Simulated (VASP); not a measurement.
Write the native input for VASP 6.6.1 that does the following.

- Task: single point
- Functional: PBEsol
- Potentials or basis: VASP PAW PBE potentials, release 64 (W_sv, N)
- Cutoff: 520 eV
- k mesh: 18 × 18 × 4
- Occupations: gaussian, width 0.15 eV
- Spin: no spin polarisation
- Dipole correction: no
- Further INCAR settings: ALGO = Normal; EDIFF = 1e-06; NBANDS = 60

The structure of W2N lies in POSCAR:

```
W2N
1.0
    2.8024643086      0.0000000000      0.0000000000
   -1.4012321543      2.4270052845      0.0000000000
    0.0000000000      0.0000000000     17.8879760940
W N
6 3
Direct
    0.0000000000      0.0000000000      0.0759303586
    0.0000000000      0.0000000000      0.9240696414
    0.3333333333      0.6666666667      0.2625177094
    0.6666666667      0.3333333333      0.7374822906
    0.3333333333      0.6666666667      0.4176067748
    0.6666666667      0.3333333333      0.5823932252
    0.0000000000      0.0000000000      0.5000000000
    0.3333333333      0.6666666667      0.1506839328
    0.6666666667      0.3333333333      0.8493160672
```

This cell differs from its parent crystal: strain +0.000 along x and y, +0.025 along z.

These files were run (other wordings do the same):

INCAR

```
SYSTEM = W2N
PREC     = Accurate       ! precision mode
ENCUT    = 520            ! plane-wave cutoff, eV
EDIFF    = 1E-6           ! SCF threshold, eV
ISMEAR   = 0              ! smearing method
SIGMA    = 0.15           ! smearing width, eV
LREAL    = .FALSE.        ! projectors in reciprocal space
LASPH    = .TRUE.         ! aspherical terms in the spheres
NELM     = 80             ! most SCF steps
ALGO     = Normal         ! electronic algorithm
ISIF     = 2              ! what is computed and relaxed
LWAVE    = .FALSE.        ! write WAVECAR
LCHARG   = .FALSE.        ! write CHGCAR
GGA      = PS             ! functional
NBANDS   = 60             ! bands
```

KPOINTS

```
Automatic mesh
0
G
  18 18 4
  0 0 0
```

Potentials or basis: VASP PAW PBE potentials, release 64 (W_sv, N).

The run is started by

```console
$ cat potpaw_PBE.64/W_sv/POTCAR potpaw_PBE.64/N/POTCAR > POTCAR
$ mpirun -np 1 vasp_std > vasp.out
```

Results of the run:

| Quantity | Value |
| --- | --- |
| Pressure | -6.5 GPa |
| Largest force | 0.450 eV/Å |

Caveat: the cell differs from its parent crystal (strain +0.000 along x and y, +0.025 along z); the PAW data sets were made with another functional, which shifts forces and pressure a little.

Wall time 27 min on 1 thread of Intel(R) Xeon(R) Platinum 8488C (Sapphire Rapids) (shared host), peak memory 0.77 GiB.
